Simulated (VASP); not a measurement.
# Al2Au (Fm-3m) in VASP: density of states with PBE

Aim: the density of states of Al2Au with PBE.

All numbers are computed with VASP 6.6.1; they aren't measurements. Logs are shortened: lines on timing, memory, paths and dates and some standing lists are left out, and cuts for length are marked.

## 1. The cell of the first run

The structure is cubic, space group Fm-3m (No. 225). Conventional cell: a = 6.000 Å, b = 6.000 Å, c = 6.000 Å, α = 90.00°, β = 90.00°, γ = 90.00°. Al (site symmetry -43m) has 4 Au at 2.60 Å and 6 Al at 3.00 Å within 3.4 Å. Within 3.4 Å of Au (site symmetry m-3m) lie 8 Al at 2.60 Å.

## 2. Density of states, PBE

POSCAR reads:

```
Al2Au
1.0
    0.0000000000      3.0000000000      3.0000000000
    3.0000000000      0.0000000000      3.0000000000
    3.0000000000      3.0000000000      0.0000000000
Al Au
2 1
Direct
    0.2500000000      0.2500000000      0.2500000000
    0.7500000000      0.7500000000      0.7500000000
    0.0000000000      0.0000000000      0.0000000000
```

INCAR.step1 reads:

```
SYSTEM = Al2Au
  PREC = Accurate
  ENCUT = 520
  EDIFF = 1E-6
  ISMEAR = -1
  SIGMA = 0.03
  LREAL = .False.
  LASPH = .True.
  NELM = 100
  ALGO = Normal
  ISIF = 2
  LWAVE = .False.
  LCHARG = .True.
  LMAXMIX = 4
  GGA = PE
  NBANDS = 16
```

KPOINTS.step1 reads:

```
regular mesh
0
Gamma
  10 10 10
  0 0 0
```

INCAR.step2 reads:

```
SYSTEM = Al2Au
  PREC = Accurate
  ENCUT = 520
  EDIFF = 1E-6
  ISMEAR = -5
  SIGMA = 0.03
  LREAL = .False.
  LASPH = .True.
  NELM = 100
  ALGO = Normal
  ISIF = 2
  LWAVE = .False.
  LCHARG = .False.
  LMAXMIX = 4
  GGA = PE
  LORBIT = 11
  NEDOS = 2001
  ICHARG = 11
```

KPOINTS.step2 reads:

```
regular mesh
0
Gamma
  15 15 15
  0 0 0
```

Potentials or basis: VASP PAW PBE potentials, release 64 (Al, Au).

Command:

```bash
$ cat potpaw_PBE.64/Al/POTCAR potpaw_PBE.64/Au/POTCAR > POTCAR
$ cp INCAR.step1 INCAR
$ cp KPOINTS.step1 KPOINTS
$ mpirun -np 1 vasp_std > vasp.out
$ cp INCAR.step2 INCAR
$ cp KPOINTS.step2 KPOINTS
$ mpirun -np 1 vasp_std > vasp.out
```

OUTCAR:

```text
SYSTEM = Al2Au
   PREC = Accurate
   ENCUT = 520
   EDIFF = 1E-6
   ISMEAR = -5
   LREAL = .False.
   LASPH = .True.
   NELM = 100
   ISIF = 2
   GGA = PE
   LORBIT = 11
   ICHARG = 11

 ion  position               nearest neighbor table
   1  0.250  0.250  0.250-   3 2.60   3 2.60   3 2.60   3 2.60   2 3.00   2 3.00   2 3.00   2 3.00
                             2 3.00   2 3.00
   2  0.750  0.750  0.750-   3 2.60   3 2.60   3 2.60   3 2.60   1 3.00   1 3.00   1 3.00   1 3.00
                             1 3.00   1 3.00
   3  0.000  0.000  0.000-   2 2.60   2 2.60   2 2.60   1 2.60   2 2.60   1 2.60   1 2.60   1 2.60

  LATTYP: Found a face centered cubic cell.
 ALAT       =     6.0000000000

  Lattice vectors:

 A1 = (   0.0000000000,   3.0000000000,   3.0000000000)
 A2 = (   3.0000000000,   0.0000000000,   3.0000000000)
 A3 = (   3.0000000000,   3.0000000000,   0.0000000000)

Analysis of symmetry for initial positions (statically):
=====================================================================
 Subroutine PRICEL returns:
 Original cell was already a primitive cell.

 Routine SETGRP: Setting up the symmetry group for a
 face centered cubic supercell.

 Subroutine GETGRP returns: Found 48 space group operations
 (whereof 48 operations were pure point group operations)
 out of a pool of 48 trial point group operations.

The static configuration has the point symmetry O_h .

Analysis of symmetry for dynamics (positions and initial velocities):
=====================================================================
 Subroutine PRICEL returns:
 Original cell was already a primitive cell.

 Routine SETGRP: Setting up the symmetry group for a
 face centered cubic supercell.

 Subroutine GETGRP returns: Found 48 space group operations
 (whereof 48 operations were pure point group operations)
 out of a pool of 48 trial point group operations.

The dynamic configuration has the point symmetry O_h .

 Subroutine INISYM returns: Found 48 space group operations
 (whereof 48 operations are pure point group operations),
 and found     1 'primitive' translations

----------------------------------------------------------------------------------------

                                     Primitive cell

  volume of cell :      54.0000

  direct lattice vectors                    reciprocal lattice vectors
     0.000000000  3.000000000  3.000000000    -0.166666667  0.166666667  0.166666667
     3.000000000  0.000000000  3.000000000     0.166666667 -0.166666667  0.166666667
     3.000000000  3.000000000  0.000000000     0.166666667  0.166666667 -0.166666667

  length of vectors
     4.242640687  4.242640687  4.242640687     0.288675135  0.288675135  0.288675135

  position of ions in fractional coordinates (direct lattice)
     0.250000000  0.250000000  0.250000000
     0.750000000  0.750000000  0.750000000
     0.000000000  0.000000000  0.000000000

  ion indices of the primitive-cell ions
   primitive index   ion index
                 1           1
                 2           2
                 3           3

----------------------------------------------------------------------------------------

 KPOINTS: regular mesh

Automatic generation of k-mesh.
 Grid dimensions read from file:
 generate k-points for:   15   15   15

 Generating k-lattice:

  Cartesian coordinates                     Fractional coordinates (reciprocal lattice)
    -0.011111111  0.011111111  0.011111111     0.066666667  0.000000000  0.000000000
     0.011111111 -0.011111111  0.011111111     0.000000000  0.066666667  0.000000000
     0.011111111  0.011111111 -0.011111111     0.000000000  0.000000000  0.066666667

  Length of vectors
     0.019245009  0.019245009  0.019245009

  Shift w.r.t. Gamma in fractional coordinates (k-lattice)
     0.000000000  0.000000000  0.000000000

 TETIRR: Found    484 inequivalent tetrahedra from    20250

 Subroutine IBZKPT returns following result:
 ===========================================

 Found    120 irreducible k-points:

 Following reciprocal coordinates:
            Coordinates               Weight
  0.000000  0.000000  0.000000      1.000000
  0.066667  0.000000  0.000000      8.000000
  0.133333  0.000000  0.000000      8.000000
  0.200000  0.000000  0.000000      8.000000
  0.266667  0.000000  0.000000      8.000000
  0.333333  0.000000  0.000000      8.000000
[... 16 lines left out ...]
  0.133333  0.133333  0.000000      6.000000
  0.200000  0.133333  0.000000     24.000000
 [... further k-points ...]
   k-points           NKPTS =    120   k-points in BZ     NKDIM =    120   number of bands    NBANDS=     12
   number of dos      NEDOS =   2001   number of ions     NIONS =      3
   total plane-waves  NPLWV =  32768
   dimension x,y,z NGX =    32 NGY =   32 NGZ =   32
   dimension x,y,z NGXF=    64 NGYF=   64 NGZF=   64
   ions per type =               2   1
   NGX,Y,Z   is equivalent  to a cutoff of  12.54, 12.54, 12.54 a.u.
   NGXF,Y,Z  is equivalent  to a cutoff of  25.08, 25.08, 25.08 a.u.
 SYSTEM =  Al2Au
   PREC   = accura    normal or accurate (medium, high low for compatibility)
   ISTART =      0    job   : 0-new  1-cont  2-samecut
   ICHARG =     11    charge: 1-file 2-atom 10-const
   ISPIN  =      1    spin polarized calculation?
   LNONCOLLINEAR =      F non collinear calculations
   LSORBIT =      F    spin-orbit coupling
   LASPH  =      T    aspherical Exc in radial PAW
   ENCUT  =  520.0 eV  38.22 Ry    6.18 a.u.   7.89  7.89  7.89*2*pi/ulx,y,z
   NELM   =    100;   NELMIN=  2; NELMDL=  0     # of ELM steps
   EDIFF  = 0.1E-05   stopping-criterion for ELM
   LREAL  =      F    real-space projection
   EDIFFG = 0.1E-04   stopping-criterion for IOM
   NSW    =      0    number of steps for IOM
   IBRION =     -1    ionic relax: 0-MD 1-quasi-New 2-CG
   NFREE  =      0    steps in history (QN), initial steepest desc. (CG)
   ISIF   =      2    stress and relaxation
   ISYM   =      2    0-nonsym 1-usesym 2-fastsym
   POTIM  = 0.5000    time-step for ionic-motion
   TEBEG  =    0.0;   TEEND  =   0.0 temperature during run
   PSTRESS=    0.0 pullay stress
   NELECT =      17.0000    total number of electrons
   NUPDOWN=      -1.0000    fix difference up-down
   EMIN   =  10.00;   EMAX   =-10.00  energy-range for DOS
   EFERMI =   0.00;   METHOD = LEGACY
   ISMEAR =    -5;   SIGMA  =   0.03  broadening in eV -4-tet -1-fermi 0-gaus
   EFERMI_NEDOS =   21; number of points for ismear=-14 and -15
   IALGO  =     38    algorithm
   IMIX   =      4    mixing-type and parameters
     AMIX     =   0.40;   BMIX     =  1.00
     AMIX_MAG =   1.60;   BMIX_MAG =  1.00
  volume/ion in A,a.u.               =      18.00       121.47
  Fermi-wavevector in a.u.,A,eV,Ry     =   1.113679  2.104547 16.875035  1.240280
  Thomas-Fermi vector in A             =   2.250266
   LORBIT       =     11    0 simple, 1 ext, 2 COOP (PROOUT), +10 PAW based schemes
   GGA     = PE    functional components
   LHFCALC =     F    Hartree Fock is set to
   AEXX    =    0.0000 exact exchange contribution
   IVDW    =     0    specifies the selected vdW correction
   LEPSILON=     F    determine dielectric tensor
   LRPA    =     F    only Hartree local field effects (RPA)
 non-spin polarized calculation
 Fermi weights with tetrahedron method with Bloechl corrections
  energy-cutoff  :      520.00
  volume of cell :       54.00
 maximum number of plane-waves:      1470

 number of electron      17.0000001 magnetization

 Free energy of the ion-electron system (eV)
  ---------------------------------------------------
  ext. energy  EPLUGINS =         0.00000000
  ---------------------------------------------------
  free energy    TOTEN  =       -12.00633626 eV

  energy without entropy =      -12.00633626  energy(sigma->0) =      -12.00633626

 E-fermi :   7.7946     XC(G=0): -10.5263

 val. band max:        7.8982435353   @ k =   0.4667   0.0667   0.0000
 cond. band min:       7.7672566088   @ k =   0.2667   0.2000   0.0000
 fundamental gap:     -0.1309869265
 Fermi energy:         7.7946228335

 k-point     1 :       0.0000    0.0000    0.0000
  band No.  band energies     occupation
      1      -2.7557      2.00000
      2       1.1987      2.00000
      3       1.1987      2.00000
      4       1.1987      2.00000
      5       2.1568      2.00000
      6       2.1568      2.00000
      7      10.0360      0.00000
      8      10.7549      0.00000
      9      10.7549      0.00000
     10      10.7549      0.00000
     11      11.7061      0.00000
     12      11.7061      0.00000

 k-point     2 :       0.0667    0.0000    0.0000
  band No.  band energies     occupation
      1      -2.6972      2.00000
      2       1.1788      2.00000
      3       1.2138      2.00000
      4       1.2138      2.00000
      5       2.1534      2.00000
      6       2.1534      2.00000
      7       9.5705      0.00000
      8      10.2289      0.00000
      9      10.4791      0.00000
     10      10.4791      0.00000
     11      12.0064      0.00000
     12      12.0065      0.00000

 k-point     3 :       0.1333    0.0000    0.0000
  band No.  band energies     occupation
      1      -2.5237      2.00000
      2       1.1253      2.00000
      3       1.2554      2.00000
      4       1.2554      2.00000
      5       2.1464      2.00000
      6       2.1464      2.00000
      7       8.1805      0.29594
      8       9.9973      0.00000
      9       9.9973      0.00000
     10      10.3020      0.00000
     11      12.4506      0.00000
     12      12.4506      0.00000

 k-point     4 :       0.2000    0.0000    0.0000
  band No.  band energies     occupation
      1      -2.2418      2.00000
      2       1.0553      2.00000
      3       1.3123      2.00000
      4       1.3123      2.00000
      5       2.1451      2.00000
      6       2.1451      2.00000
      7       6.7780      2.09060
      8       9.5005      0.00000
      9       9.5005      0.00000
     10      10.4605      0.00000
     11      12.3560      0.00000
     12      12.3570      0.00000

 k-point     5 :       0.2667    0.0000    0.0000
  band No.  band energies     occupation
      1      -1.8669      2.00000
      2       0.9946      2.00000
      3       1.3685      2.00000
      4       1.3685      2.00000
      5       2.1606      2.00000
      6       2.1606      2.00000
      7       5.4598      2.00000
      8       9.0339      0.00000
      9       9.0339      0.00000
     10      10.6329      0.00000
     11      12.0709      0.00000
     12      12.0718      0.00000
[... 228 lines left out ...]
      1      -2.3898      2.00000
      2       1.0817      2.00000
      3       1.2838      2.00000
      4       1.2947      2.00000
      5       2.1090      2.00000
      6       2.1759      2.00000
      7       7.7162      1.25893
      8       8.7496     -0.03645
      9      10.3278      0.00000
     10      10.6741      0.00000
     11      11.9371      0.00000
     12      12.4072      0.00000

 k-point    22 :      -0.0667    0.0667    0.0000
  band No.  band energies     occupation
      1      -2.6002      2.00000
      2       1.1440      2.00000
      3       1.2357      2.00000
      4       1.2442      2.00000
      5       2.1311      2.00000
      6       2.1657      2.00000
      7       9.1157     -0.05637
      8       9.1767      0.00000
      9      10.4757      0.00000
     10      10.6994      0.00000
     11      11.7470      0.00000
     12      12.5144      0.00000

 k-point    23 :       0.1333    0.1333    0.0000
  band No.  band energies     occupation
      1      -2.4442      2.00000
      2       1.0717      2.00000
      3       1.2942      2.00000
      4       1.2942      2.00000
      5       2.0698      2.00000
      6       2.2053      2.00000
      7       8.9740     -0.31796
      8       8.9740      0.00000
      9       9.2135      0.00000
     10       9.6576      0.00000
     11      11.8859      0.00000
     12      12.6737      0.00000

 k-point    24 :       0.2000    0.1333    0.0000
  band No.  band energies     occupation
      1      -2.2336      2.00000
      2       1.0061      2.00000
      3       1.3487      2.00000
      4       1.3499      2.00000
      5       2.0323      2.00000
      6       2.2269      2.00000
      7       7.7101      1.43884
      8       8.5084     -0.17083
      9       8.9269     -0.00037
     10       9.9135      0.00000
     11      11.5778      0.00000
     12      12.8714      0.00000

 [... further k-points ...]
[... 5 lines left out ...]
  --------------------------------------------------------------------------------------
  -------------------------------------------------------------------------------------
  Total        0.9930540      0.9930540      0.9930540      0.0000000      0.0000000     -0.0000000
  in kB       29.4638626     29.4638626     29.4638626      0.0000000      0.0000000     -0.0000000
  external PRESSURE =      29.4638626 kB  Pullay stress =       0.0000000 kB

 VOLUME and BASIS-vectors are now :
 -----------------------------------------------------------------------------
  energy-cutoff  :      520.00
  volume of cell :       54.00
      direct lattice vectors                 reciprocal lattice vectors
     0.000000000  3.000000000  3.000000000    -0.166666667  0.166666667  0.166666667
     3.000000000  0.000000000  3.000000000     0.166666667 -0.166666667  0.166666667
     3.000000000  3.000000000  0.000000000     0.166666667  0.166666667 -0.166666667

 POSITION                                       TOTAL-FORCE (eV/Angst)
 -----------------------------------------------------------------------------------
      1.50000      1.50000      1.50000        -0.000000     -0.000000     -0.000000
      4.50000      4.50000      4.50000         0.000000      0.000000     -0.000000
      0.00000      0.00000      0.00000         0.000000     -0.000000      0.000000
 -----------------------------------------------------------------------------------
    total drift:                                0.000000     -0.000000      0.000000

  FREE ENERGIE OF THE ION-ELECTRON SYSTEM (eV)
  ---------------------------------------------------
  free  energy   TOTEN  =       -12.0063362623 eV

  energy  without entropy=      -12.0063362623  energy(sigma->0) =      -12.00633626

 total charge

# of ion       s       p       d       tot
------------------------------------------
    1        0.395   0.358   0.000   0.753
    2        0.395   0.358   0.000   0.753
    3        0.757   0.699   8.546  10.001
--------------------------------------------------
tot          1.547   1.414   8.546  11.507
```

It took 74 s on 1 thread of Intel Xeon Platinum 8488C (Sapphire Rapids), shared host; peak memory 0.23 GiB.

What came out:

```
Valence electrons inside the program's atomic spheres : Al 0.75; Au 10.00
```

Levels at points of the mesh, in eV from the Fermi level:
```
           k point  band 5  band 6  band 7  band 8  band 9  band 10  band 11  band 12
(0.00, 0.00, 0.00)   -5.64   -5.64    2.24    2.96    2.96     2.96     3.91     3.91
```

Caveat: spin-orbit coupling is left out, which moves the levels of the heavy elements; tetrahedron occupations give inexact forces and stress in metals.
